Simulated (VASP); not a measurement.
Set up this calculation in VASP 6.6.1, as the native input.

```yaml
Task: single point
Functional: PBE-based global hybrid with 20 % exact exchange
Potentials_or_basis: VASP PAW PBE potentials, release 64 (F, Li_sv, Br)
Cutoff: 520 eV
k_mesh: 4 × 4 × 2
Occupations: gaussian, width 0.01 eV
Spin: no spin polarisation
Dipole_correction: no
Grid_for_exact_exchange_PRECFOCK: Normal
Share_of_exact_exchange: 0.2
Further_INCAR_settings: ALGO = Normal; EDIFF = 1e-07; NBANDS = 18
```

Li2BrF:

```
CELL_PARAMETERS angstrom
3.55246 0.00000 0.00000
0.00000 3.55246 0.00000
0.00000 0.00000 4.82329
ATOMIC_POSITIONS crystal
F 0.00000 0.00000 0.00000
Li 0.00000 0.00000 0.50000
Li 0.50000 0.50000 0.00000
Br 0.50000 0.50000 0.50000
```

One way to write it, as run:

POSCAR

```
Li2BrF
1.0
    3.5524599019      0.0000000000      0.0000000000
    0.0000000000      3.5524599019      0.0000000000
    0.0000000000      0.0000000000      4.8232899083
F Li Br
1 2 1
Direct
    0.0000000000      0.0000000000      0.0000000000
    0.0000000000      0.0000000000      0.5000000000
    0.5000000000      0.5000000000      0.0000000000
    0.5000000000      0.5000000000      0.5000000000
```

INCAR.step1

```
ALGO = Normal
EDIFF = 1E-5
ENCUT = 520
GGA = PE
ISIF = 2
ISMEAR = 0
LASPH = True
LREAL = False
LWAVE = True
NBANDS = 18
NELM = 60
PREC = Accurate
SIGMA = 0.01
```

INCAR.step2

```
AEXX = 0.2
ALGO = Normal
EDIFF = 1E-7
ENCUT = 520
GGA = PE
ISIF = 2
ISMEAR = 0
ISTART = 1
LASPH = True
LCHARG = True
LELF = True
LHFCALC = True
LREAL = False
LVHAR = True
LWAVE = False
NBANDS = 18
NELM = 60
PREC = Accurate
PRECFOCK = Normal
SIGMA = 0.01
```

KPOINTS

```
k-points
0
Gamma
  4 4 2
```

Potentials or basis: VASP PAW PBE potentials, release 64 (F, Li_sv, Br).

The run is started by

```sh
$ cat potpaw_PBE.64/F/POTCAR potpaw_PBE.64/Li_sv/POTCAR potpaw_PBE.64/Br/POTCAR > POTCAR
$ cp INCAR.step1 INCAR
$ mpirun -np 1 vasp_std > vasp.out
$ cp INCAR.step2 INCAR
$ mpirun -np 1 vasp_std > vasp.out
```

It gave:

```json
{"Band gap on the k mesh": "7.13 eV"}
```

Caveat: the k points lie up to 0.65 Å⁻¹ apart.

It took 9.4 min on 1 thread of Intel Xeon 8259CL (shared host), peak memory 0.18 GiB.
